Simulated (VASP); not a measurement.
Runs of VASP 6.6.1 on Tl. The structure is that of space group Fm-3m (No. 225), or close to it. The cells are those of the table. 

```csv
task,cell,k mesh,cutoff (eV),gap on the mesh (eV),pressure (GPa)
single point,"a = 3.585 Å, angles 60.0°, 1 atom",12 × 12 × 12,520,none,1.9
single point,"a = 3.686 Å, angles 60.0°, 1 atom",12 × 12 × 12,520,none,0.0
single point,"a = 3.734 Å, angles 60.0°, 1 atom",12 × 12 × 12,520,none,(a)
single point,"a = 3.828 Å, angles 60.0°, 1 atom",12 × 12 × 12,520,none,(b)
single point,"a = 3.686 Å, angles 60.0°, 1 atom",11 × 11 × 11,520,none,0.0
single point,"a = 3.782 Å, angles 60.0°, 1 atom",12 × 12 × 12,520,none,-1.2
relaxation of cell and atoms,"relaxed from a = 3.410 Å, angles 60.0°, 1 atom",11 × 11 × 11,600,none,0.0
single point,"a = 3.636 Å, angles 60.0°, 1 atom",12 × 12 × 12,520,none,0.8
```

Alike in all rows: level BLYP; potentials or basis VASP PAW PBE potentials, release 64 (Tl_d); no spin polarisation; smearing fermi-dirac 0.1 eV.

Fill in the values left out.

(a) -0.7; (b) -1.5.

Caveats: the PAW data sets were made with another functional, which shifts forces and pressure a little; spin-orbit coupling is left out, which moves the levels of the heavy elements.

A k mesh can miss the band edges, and the runs leave out spin-orbit coupling on Tl.

A gap of «none» marks levels without a gap at the run's occupations.
